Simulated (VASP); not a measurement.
# C (Imma) in VASP: notebook

C is run at these levels: r2SCAN; tasks: single point.

Everything below comes from runs of VASP 6.6.1. Logs are shortened: lines on timing, memory, paths and dates and some standing lists are left out, and cuts for length are marked.

## (1) The cell of the first run

The typed cell holds 2 atoms: a = 2.521 Å, b = 2.518 Å, c = 2.518 Å, α = 59.92°, β = 59.96°, γ = 59.96°.

## (2) Single point, r2SCAN (strain +0.0025 x Voigt [0, 0, 0, 1, 0, 0])

Contents of POSCAR:

```
C
1.0
    0.0000000000      1.7823668848      1.7823668848
    1.7801417077      0.0022251771      1.7801417077
    1.7801417077      1.7801417077      0.0022251771
C
2
Direct
    0.5000000000      0.5000000000      0.5000000000
    0.7500000000      0.7500000000      0.7500000000
```

Contents of INCAR.step1:

```
PREC = Accurate ; ENCUT = 910
ISMEAR = 0 ; SIGMA = 0.05
LREAL = False ; LASPH = True
NELM = 120 ; NBANDS = 11
GGA = PE ; ALGO = Normal
EDIFF = 1E-5 ; LWAVE = True
LCHARG = False ; GGA_COMPAT = False
```

Contents of INCAR.step2:

```
PREC = Accurate ; ENCUT = 910
EDIFF = 1E-6 ; ISMEAR = 0
SIGMA = 0.05 ; LREAL = False
LASPH = True ; NELM = 120
ALGO = Normal ; ISIF = 2
LWAVE = False ; LCHARG = True
METAGGA = R2SCAN ; LMIXTAU = True
LELF = True ; LVHAR = True
NBANDS = 11 ; ISTART = 1
GGA_COMPAT = False
```

Contents of KPOINTS:

```
regular mesh
0
Gamma
  12 12 12
```

Potentials or basis: VASP PAW PBE potentials, release 64 (C_h).

The run is started by

```sh
cat potpaw_PBE.64/C_h/POTCAR > POTCAR
cp INCAR.step1 INCAR
mpirun -np 1 vasp_std > vasp.out
cp INCAR.step2 INCAR
mpirun -np 1 vasp_std > vasp.out
```

OUTCAR:

```text
PREC = Accurate
   ENCUT = 910
   EDIFF = 1E-6
   ISMEAR = 0
   LREAL = False
   LASPH = True
   NELM = 120
   ISIF = 2
   METAGGA = R2SCAN
   ISTART = 1

 ion  position               nearest neighbor table
   1  0.500  0.500  0.500-
   2  0.750  0.750  0.750-

  LATTYP: Found a body centered orthorhombic cell.
 ALAT       =     2.5143536703
 B/A-ratio  =     1.0025031289
 C/A-ratio  =     1.4159835418

  Lattice vectors:

 A1 = (  -1.7801417077,   1.7801417077,   0.0022251771)
 A2 = (  -1.7801417077,  -1.7801417077,  -0.0022251771)
 A3 = (   1.7801417077,   0.0022251771,   1.7801417077)

Analysis of symmetry for initial positions (statically):
=====================================================================
 Subroutine PRICEL returns:
 Original cell was already a primitive cell.

 Routine SETGRP: Setting up the symmetry group for a
 body centered orthorhombic supercell.

 Subroutine GETGRP returns: Found  8 space group operations
 (whereof  4 operations were pure point group operations)
 out of a pool of  8 trial point group operations.

The static configuration has the point symmetry C_2v.
 The point group associated with its full space group is D_2h.

Analysis of symmetry for dynamics (positions and initial velocities):
=====================================================================
 Subroutine PRICEL returns:
 Original cell was already a primitive cell.

 Routine SETGRP: Setting up the symmetry group for a
 body centered orthorhombic supercell.

 Subroutine GETGRP returns: Found  8 space group operations
 (whereof  4 operations were pure point group operations)
 out of a pool of  8 trial point group operations.

The dynamic configuration has the point symmetry C_2v.
 The point group associated with its full space group is D_2h.

 Subroutine INISYM returns: Found  8 space group operations
 (whereof  4 operations are pure point group operations),
 and found     1 'primitive' translations

----------------------------------------------------------------------------------------

                                     Primitive cell

  volume of cell :      11.2822

  direct lattice vectors                    reciprocal lattice vectors
     0.000000000  1.782366885  1.782366885    -0.280876516  0.280525858  0.280525858
     1.780141708  0.002225177  1.780141708     0.280876516 -0.281228051  0.281228051
     1.780141708  1.780141708  0.002225177     0.280876516  0.281228051 -0.281228051

  length of vectors
     2.520647422  2.517501529  2.517501529     0.486087576  0.486898398  0.486898398

  position of ions in fractional coordinates (direct lattice)
     0.500000000  0.500000000  0.500000000
     0.750000000  0.750000000  0.750000000

  ion indices of the primitive-cell ions
   primitive index   ion index
                 1           1
                 2           2

----------------------------------------------------------------------------------------

 KPOINTS: regular mesh

Automatic generation of k-mesh.
 Grid dimensions read from file:
 generate k-points for:   12   12   12

 Generating k-lattice:

  Cartesian coordinates                     Fractional coordinates (reciprocal lattice)
    -0.023406376  0.023377155  0.023377155     0.083333333  0.000000000  0.000000000
     0.023406376 -0.023435671  0.023435671     0.000000000  0.083333333  0.000000000
     0.023406376  0.023435671 -0.023435671     0.000000000  0.000000000  0.083333333

  Length of vectors
     0.040507298  0.040574866  0.040574866

  Shift w.r.t. Gamma in fractional coordinates (k-lattice)
     0.000000000  0.000000000  0.000000000

 Subroutine IBZKPT returns following result:
 ===========================================

 Found    280 irreducible k-points:

 Following reciprocal coordinates:
            Coordinates               Weight
  0.000000  0.000000  0.000000      1.000000
  0.083333  0.000000 -0.000000      4.000000
  0.166667  0.000000  0.000000      4.000000
  0.250000  0.000000  0.000000      4.000000
  0.333333  0.000000  0.000000      4.000000
  0.416667  0.000000  0.000000      4.000000
[... 16 lines left out ...]
  0.250000  0.166667 -0.000000      8.000000
  0.333333  0.166667 -0.000000      8.000000
 [... further k-points ...]
   k-points           NKPTS =    280   k-points in BZ     NKDIM =    280   number of bands    NBANDS=     11
   number of dos      NEDOS =    301   number of ions     NIONS =      2
   total plane-waves  NPLWV =  21952
   dimension x,y,z NGX =    28 NGY =   28 NGZ =   28
   dimension x,y,z NGXF=    56 NGYF=   56 NGZF=   56
   ions per type =               2
   NGX,Y,Z   is equivalent  to a cutoff of  18.47, 18.49, 18.49 a.u.
   NGXF,Y,Z  is equivalent  to a cutoff of  36.93, 36.98, 36.98 a.u.
 SYSTEM =  unknown system
   PREC   = accura    normal or accurate (medium, high low for compatibility)
   ISTART =      1    job   : 0-new  1-cont  2-samecut
   ICHARG =      0    charge: 1-file 2-atom 10-const
   ISPIN  =      1    spin polarized calculation?
   LNONCOLLINEAR =      F non collinear calculations
   LSORBIT =      F    spin-orbit coupling
   LASPH  =      T    aspherical Exc in radial PAW
   ENCUT  =  910.0 eV  66.88 Ry    8.18 a.u.   6.20  6.19  6.19*2*pi/ulx,y,z
   NELM   =    120;   NELMIN=  2; NELMDL=  0     # of ELM steps
   EDIFF  = 0.1E-05   stopping-criterion for ELM
   LREAL  =      F    real-space projection
   EDIFFG = 0.1E-04   stopping-criterion for IOM
   NSW    =      0    number of steps for IOM
   IBRION =     -1    ionic relax: 0-MD 1-quasi-New 2-CG
   NFREE  =      0    steps in history (QN), initial steepest desc. (CG)
   ISIF   =      2    stress and relaxation
   ISYM   =      2    0-nonsym 1-usesym 2-fastsym
   POTIM  = 0.5000    time-step for ionic-motion
   TEBEG  =    0.0;   TEEND  =   0.0 temperature during run
   PSTRESS=    0.0 pullay stress
   NELECT =       8.0000    total number of electrons
   NUPDOWN=      -1.0000    fix difference up-down
   EMIN   =  10.00;   EMAX   =-10.00  energy-range for DOS
   EFERMI =   0.00;   METHOD = LEGACY
   ISMEAR =     0;   SIGMA  =   0.05  broadening in eV -4-tet -1-fermi 0-gaus
   EFERMI_NEDOS =   21; number of points for ismear=-14 and -15
   IALGO  =     38    algorithm
   IMIX   =      4    mixing-type and parameters
     AMIX     =   0.40;   BMIX     =  1.00
     AMIX_MAG =   1.60;   BMIX_MAG =  1.00
  volume/ion in A,a.u.               =       5.64        38.07
  Fermi-wavevector in a.u.,A,eV,Ry     =   1.459846  2.758710 28.996074  2.131151
  Thomas-Fermi vector in A             =   2.576365
   LORBIT       =      0    0 simple, 1 ext, 2 COOP (PROOUT), +10 PAW based schemes
   METAGGA = R2SCAN    functional components
   LHFCALC =     F    Hartree Fock is set to
   AEXX    =    0.0000 exact exchange contribution
   IVDW    =     0    specifies the selected vdW correction
   LEPSILON=     F    determine dielectric tensor
   LRPA    =     F    only Hartree local field effects (RPA)
 non-spin polarized calculation
 Gauss-broadening in eV      SIGMA  =   0.05
  energy-cutoff  :      910.00
  volume of cell :       11.28
 maximum number of plane-waves:       725
 NGX is ok and might be reduce to    28
   NGX = 13   NGY = 13   NGZ = 13

 number of electron       8.0000000 magnetization

 Free energy of the ion-electron system (eV)
  ---------------------------------------------------
  ext. energy  EPLUGINS =         0.00000000
  ---------------------------------------------------
  free energy    TOTEN  =       -19.71938908 eV

  energy without entropy =      -19.71938908  energy(sigma->0) =      -19.71938908

 E-fermi :  11.3669     XC(G=0): -14.2999

 val. band max:       10.9939914543   @ k =   0.0000   0.0000   0.0000
 cond. band min:      15.3807955261   @ k =   0.0000   0.3333   0.3333
 fundamental gap:      4.3868040719
 Fermi energy:        11.3668857735

 k-point     1 :       0.0000    0.0000    0.0000
  band No.  band energies     occupation
      1     -11.7504      2.00000
      2      10.9937      2.00000
      3      10.9937      2.00000
      4      10.9940      2.00000
      5      16.8490      0.00000
      6      16.8878      0.00000
      7      16.9275      0.00000
      8      24.9779      0.00000
      9      31.4689      0.00000
     10      38.4073      0.00000
     11      38.4074      0.00000

 k-point     2 :       0.0833    0.0000   -0.0000
  band No.  band energies     occupation
      1     -11.5492      2.00000
      2       9.6714      2.00000
      3      10.6510      2.00000
      4      10.6518      2.00000
      5      17.3254      0.00000
      6      17.3775      0.00000
      7      17.6440      0.00000
      8      25.1757      0.00000
      9      31.8136      0.00000
     10      36.3676      0.00000
     11      36.3898      0.00000

 k-point     3 :       0.1667    0.0000    0.0000
  band No.  band energies     occupation
      1     -10.9485      2.00000
      2       6.9705      2.00000
      3       9.9080      2.00000
      4       9.9084      2.00000
      5      18.3059      0.00000
      6      18.3550      0.00000
      7      18.8066      0.00000
      8      25.7462      0.00000
      9      32.5355      0.00000
     10      34.7226      0.00000
     11      34.7581      0.00000

 k-point     4 :       0.2500    0.0000    0.0000
  band No.  band energies     occupation
      1      -9.9575      2.00000
      2       3.9665      2.00000
      3       9.1414      2.00000
      4       9.1430      2.00000
      5      19.2169      0.00000
      6      19.2637      0.00000
      7      19.5787      0.00000
      8      26.5426      0.00000
      9      32.9790      0.00000
     10      34.3114      0.00000
     11      34.3601      0.00000
[... 239 lines left out ...]
 k-point    22 :       0.1667    0.1667   -0.0000
  band No.  band energies     occupation
      1     -10.6794      2.00000
      2       8.2583      2.00000
      3       8.2583      2.00000
      4       8.5643      2.00000
      5      16.1921      0.00000
      6      20.5749      0.00000
      7      20.5754      0.00000
      8      24.3707      0.00000
      9      31.7655      0.00000
     10      33.1646      0.00000
     11      39.7739      0.00000

 k-point    23 :       0.2500    0.1667   -0.0000
  band No.  band energies     occupation
      1      -9.9522      2.00000
      2       6.0103      2.00000
      3       7.4659      2.00000
      4       8.1252      2.00000
      5      16.4785      0.00000
      6      21.7464      0.00000
      7      21.7952      0.00000
      8      23.5622      0.00000
      9      31.9608      0.00000
     10      33.8409      0.00000
     11      39.2865      0.00000

 k-point    24 :       0.3333    0.1667   -0.0000
  band No.  band energies     occupation
      1      -8.8444      2.00000
      2       3.2971      2.00000
      3       6.9265      2.00000
      4       7.3277      2.00000
      5      17.3540      0.00000
      6      22.4343      0.00000
      7      22.5306      0.00000
      8      23.4611      0.00000
      9      33.0414      0.00000
     10      34.0587      0.00000
     11      39.1877      0.00000

 [... further k-points ...]
[... 5 lines left out ...]
  --------------------------------------------------------------------------------------
  -------------------------------------------------------------------------------------
  Total       -0.0593658     -0.0590371     -0.0590371      0.0000000     -0.1036695      0.0000000
  in kB       -8.4305040     -8.3838345     -8.3838345      0.0000000    -14.7220594      0.0000000
  external PRESSURE =      -8.3993910 kB  Pullay stress =       0.0000000 kB

 VOLUME and BASIS-vectors are now :
 -----------------------------------------------------------------------------
  energy-cutoff  :      910.00
  volume of cell :       11.28
      direct lattice vectors                 reciprocal lattice vectors
     0.000000000  1.782366885  1.782366885    -0.280876516  0.280525858  0.280525858
     1.780141708  0.002225177  1.780141708     0.280876516 -0.281228051  0.281228051
     1.780141708  1.780141708  0.002225177     0.280876516  0.281228051 -0.281228051

 POSITION                                       TOTAL-FORCE (eV/Angst)
 -----------------------------------------------------------------------------------
      1.78014      1.78237      1.78237         0.005232     -0.000000     -0.000000
      2.67021      2.67355      2.67355        -0.005232      0.000000      0.000000
 -----------------------------------------------------------------------------------
    total drift:                                0.000000      0.000000      0.000000

  FREE ENERGIE OF THE ION-ELECTRON SYSTEM (eV)
  ---------------------------------------------------
  free  energy   TOTEN  =       -19.7193890761 eV

  energy  without entropy=      -19.7193890761  energy(sigma->0) =      -19.71938908
```

It took 4.8 min on 1 thread of Intel Xeon Platinum 8259CL at 2.50GHz (Skylake/Cascade Lake), shared host; peak memory 0.2 GiB.

Results:

```
Free energy            : -19.7194 eV
Pressure               : -0.8 GPa
Largest force          : 0.005 eV/Å
Band gap on the k mesh : 4.39 eV, indirect (least direct gap 5.86 eV)
```

Forces in eV/Å, atoms in the order of the input:
```
C    0.005  0.000  0.000
C   -0.005  0.000  0.000
```

Levels at points of the mesh, in eV from the valence-band top:
```tsv
k point	band 2	band 3	band 4	band 5	band 6	band 7
(0.00, 0.00, 0.00)	0.00	0.00	0.00	5.86	5.89	5.93
(0.50, 0.00, 0.00)	-14.08	-2.97	-2.97	8.92	8.96	9.26
(0.00, 0.50, 0.00)	-14.09	-3.00	-2.99	8.91	8.95	9.20
(0.50, 0.50, 0.00)	-13.61	-6.67	-6.67	5.04	5.04	18.00
(0.00, 0.50, 0.50)	-13.59	-6.70	-6.65	4.99	5.09	18.00
```

Caveat: the cell differs from its parent crystal (strain +0.0025 x Voigt [0, 0, 0, 1, 0, 0]); the cutoff is under 1.25 times the usual one of these potentials, so pressure, stress and relaxed cells hold a basis-set (Pulay) error; the PAW data sets were made with another functional, which shifts forces and pressure a little.

## (3) Single point, r2SCAN (strain +0.0050 x Voigt [0, 0, 0, 1, 0, 0])

Contents of POSCAR:

```
C
1.0
    0.0000000000      1.7845920620      1.7845920620
    1.7801417077      0.0044503543      1.7801417077
    1.7801417077      1.7801417077      0.0044503543
C
2
Direct
    0.5000000000      0.5000000000      0.5000000000
    0.7500000000      0.7500000000      0.7500000000
```

Contents of INCAR.step1:

```
PREC     = Accurate       # precision mode
ENCUT    = 910            # plane-wave cutoff, eV
ISMEAR   = 0              # smearing method
SIGMA    = 0.05           # smearing width, eV
LREAL    = False          # projectors in reciprocal space
LASPH    = True           # aspherical terms in the spheres
NELM     = 120            # most SCF steps
NBANDS   = 11             # bands
GGA      = PE             # functional
ALGO     = Normal         # electronic algorithm
EDIFF    = 1E-5           # SCF threshold, eV
LWAVE    = True           # write WAVECAR
LCHARG   = False          # write CHGCAR
GGA_COMPAT= False
```

Contents of INCAR.step2:

```
PREC     = Accurate       # precision mode
ENCUT    = 910            # plane-wave cutoff, eV
EDIFF    = 1E-6           # SCF threshold, eV
ISMEAR   = 0              # smearing method
SIGMA    = 0.05           # smearing width, eV
LREAL    = False          # projectors in reciprocal space
LASPH    = True           # aspherical terms in the spheres
NELM     = 120            # most SCF steps
ALGO     = Normal         # electronic algorithm
ISIF     = 2              # what is computed and relaxed
LWAVE    = False          # write WAVECAR
LCHARG   = False          # write CHGCAR
METAGGA  = R2SCAN         # meta-GGA
LMIXTAU  = True         
NBANDS   = 11             # bands
ISTART   = 1            
GGA_COMPAT= False
```

KPOINTS is that of step 2.

Potentials or basis: VASP PAW PBE potentials, release 64 (C_h).

The run is started by

```sh
cat potpaw_PBE.64/C_h/POTCAR > POTCAR
cp INCAR.step1 INCAR
mpirun -np 1 vasp_std > vasp.out
cp INCAR.step2 INCAR
mpirun -np 1 vasp_std > vasp.out
```

OUTCAR:

```text
PREC = Accurate
   ENCUT = 910
   EDIFF = 1E-6
   ISMEAR = 0
   LREAL = False
   LASPH = True
   NELM = 120
   ISIF = 2
   METAGGA = R2SCAN
   ISTART = 1

 ion  position               nearest neighbor table
   1  0.500  0.500  0.500-
   2  0.750  0.750  0.750-

  LATTYP: Found a body centered orthorhombic cell.
 ALAT       =     2.5112067946
 B/A-ratio  =     1.0050125314
 C/A-ratio  =     1.4177579573

  Lattice vectors:

[... 514 lines left out ...]
      3       6.9321      2.00000
      4       7.3258      2.00000
      5      17.3620      0.00000
      6      22.4590      0.00000
      7      22.5349      0.00000
      8      23.4706      0.00000
      9      33.0284      0.00000
     10      34.0558      0.00000
     11      39.1940      0.00000

 [... further k-points ...]
[... 5 lines left out ...]
  --------------------------------------------------------------------------------------
  -------------------------------------------------------------------------------------
  Total       -0.0592232     -0.0580819     -0.0580819      0.0000000     -0.2072926      0.0000000
  in kB       -8.4102995     -8.2482174     -8.2482174      0.0000000    -29.4376676      0.0000000
  external PRESSURE =      -8.3022448 kB  Pullay stress =       0.0000000 kB

 VOLUME and BASIS-vectors are now :
 -----------------------------------------------------------------------------
  energy-cutoff  :      910.00
  volume of cell :       11.28
      direct lattice vectors                 reciprocal lattice vectors
     0.000000000  1.784592062  1.784592062    -0.280876516  0.280176075  0.280176075
     1.780141708  0.004450354  1.780141708     0.280876516 -0.281580467  0.281580467
     1.780141708  1.780141708  0.004450354     0.280876516  0.281580467 -0.281580467

 POSITION                                       TOTAL-FORCE (eV/Angst)
 -----------------------------------------------------------------------------------
      1.78014      1.78459      1.78459         0.010382      0.000000      0.000000
      2.67021      2.67689      2.67689        -0.010382      0.000000     -0.000000
 -----------------------------------------------------------------------------------
    total drift:                                0.000000      0.000000     -0.000000

  FREE ENERGIE OF THE ION-ELECTRON SYSTEM (eV)
  ---------------------------------------------------
  free  energy   TOTEN  =       -19.7189952477 eV

  energy  without entropy=      -19.7189952477  energy(sigma->0) =      -19.71899525
```

Run time: 2.1 min. Hardware: 1 thread of Intel Xeon 6975P-C (Granite Rapids), shared host; peak memory 0.2 GiB.

Results:

```yaml
Free_energy: -19.7190 eV
Pressure: -0.8 GPa
Largest_force: 0.010 eV/Å
Band_gap_on_the_k_mesh: 4.39 eV, indirect (least direct gap 5.82 eV)
```

Forces on the atoms (eV/Å):
```
C    0.010  0.000  0.000
C   -0.010  0.000  0.000
```

Stress tensor (GPa, compression positive):
```
-0.84  0.00  0.00
 0.00 -0.82 -2.94
 0.00 -2.94 -0.82
```

Levels at points of the mesh, in eV from the valence-band top:
```tsv
k point	band 1	band 2	band 3	band 4	band 5	band 6	band 7	band 8	band 9
(0.00, 0.00, 0.00)	-22.74	0.00	0.00	0.00	5.82	5.89	5.97	13.99	20.48
(0.50, 0.00, 0.00)	-16.81	-14.08	-2.96	-2.95	8.90	8.99	9.30	16.79	23.28
(0.00, 0.50, 0.00)	-16.73	-14.09	-3.01	-3.00	8.88	8.95	9.18	16.78	23.29
(0.50, 0.50, 0.00)	-13.61	-13.61	-6.68	-6.68	5.04	5.04	18.00	18.00	24.73
(0.00, 0.50, 0.50)	-13.64	-13.57	-6.73	-6.62	4.93	5.14	18.00	18.01	24.68
```

Caveat: the cell differs from its parent crystal (strain +0.0050 x Voigt [0, 0, 0, 1, 0, 0]); the cutoff is under 1.25 times the usual one of these potentials, so pressure, stress and relaxed cells hold a basis-set (Pulay) error; the PAW data sets were made with another functional, which shifts forces and pressure a little. A k mesh can miss the band edges.
